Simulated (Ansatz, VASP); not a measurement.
Two plane-wave programs on Sc3Cu2

```
Sc Cu
1.0
     4.53274    0.00000    0.00000
    -2.26637    3.92547    0.00000
     0.00000    0.00000    5.59134
Sc Cu
3 2
Cartesian
  0.0000 0.0000 0.0000
  0.0000 2.6170 3.6774
  2.2664 1.3085 1.9139
  0.0000 2.6170 0.8011
  2.2664 1.3085 4.7903
```

Change from the starting cell: species swapped into the Al3Pd2 type (P-3m1, No. 164).

Alike in both runs: functional PBE; k mesh 12 × 12 × 8; occupations gaussian, width 0.1 eV; no spin polarisation.

Ansatz relaxed the structure, and its values are those at the end. VASP's run is a single point on that final structure, the one shown.

|  | VASP | Ansatz |
| --- | --- | --- |
| version | VASP 6.6.1 | Ansatz 0.2.0 |
| potentials or method | VASP PAW PBE potentials, release 64 (Sc_sv, Cu), cutoff 520 eV | scalar-relativistic, plane waves, PAW |
| valence electrons in the cell | 55 | 71 |

VASP gave:

| Quantity | Value |
| --- | --- |
| gap on the k mesh at the Fermi level (eV) | none |
| pressure (GPa) | 0.3 |
| rms of the force components (eV/Å) | 0.006 |

Question: Estimate Ansatz's values.

Answer: gap on the k mesh at the Fermi level (eV): none; pressure (GPa): 0.0; rms of the force components (eV/Å): 0.001.

A gap of «none» marks a metal or a gap that the smearing closes. VASP's potentials hold 55 valence electrons a cell and Ansatz's 71, so a difference there can come from the potentials and not from the codes.
